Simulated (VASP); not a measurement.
The system is Si3BTe2.

```xyz
6
Lattice="3.7314 0.0000 0.0000 0.0000 3.7314 0.0000 0.0000 0.0000 11.0158" Properties=species:S:1:pos:R:3 pbc="T T T"
Si    1.8657    1.8657    8.3526
Si    1.8657    1.8657    2.6632
Si    0.0000    0.0000    5.5079
B     0.0000    0.0000    0.0000
Te    1.8657    1.8657    5.5079
Te    1.8657    1.8657    0.0000
```

The cell was generated, and may not be a known phase.

* Program: VASP 6.6.1
* Task: relaxation of cell and atoms
* Functional: PBE
* Potentials or basis: VASP PAW PBE potentials, release 64 (Si, B, Te)
* Cutoff: 600 eV
* k mesh: 6 × 6 × 2
* Occupations: gaussian, width 0.1 eV
* Spin: no spin polarisation

At the start: pressure -0.6 GPa; volume 25.56 Å³/atom.

How do energy, volume and symmetry change on relaxing?

Over 5 steps the energy falls by 20.1 meV/atom and the volume is 25.03 Å³/atom (-2.1 %); space group P4/mmm (No. 123, to 0.1 Å) before and after.

The path:
```csv
step,energy change (eV),largest force (eV/Å),pressure (GPa),volume (Å³)
1,0.0000,0.1592,-0.64,153.37
2,-0.0901,0.0691,-0.10,151.05
3,-0.1165,0.0109,0.15,149.42
4,-0.1186,0.0112,0.35,148.81
5,-0.1207,0.0278,0.05,150.16
```

Final structure:
```yaml
crystal:
  lattice:
    - [3.62026, 0.00000, 0.00000]
    - [0.00000, 3.62026, 0.00000]
    - [0.00000, 0.00000, 11.45682]
  atoms:
    - { symbol: Si, position: [0.50000, 0.50000, 0.75694] }
    - { symbol: Si, position: [0.50000, 0.50000, 0.24306] }
    - { symbol: Si, position: [0.00000, 0.00000, 0.50000] }
    - { symbol: B, position: [0.00000, 0.00000, 0.00000] }
    - { symbol: Te, position: [0.50000, 0.50000, 0.50000] }
    - { symbol: Te, position: [0.50000, 0.50000, 0.00000] }
```

Caveat: the highest band is partly filled, so the run has too few bands; an odd number of electrons without spin polarisation forces a metal; a magnetic or distorted state may lie lower.
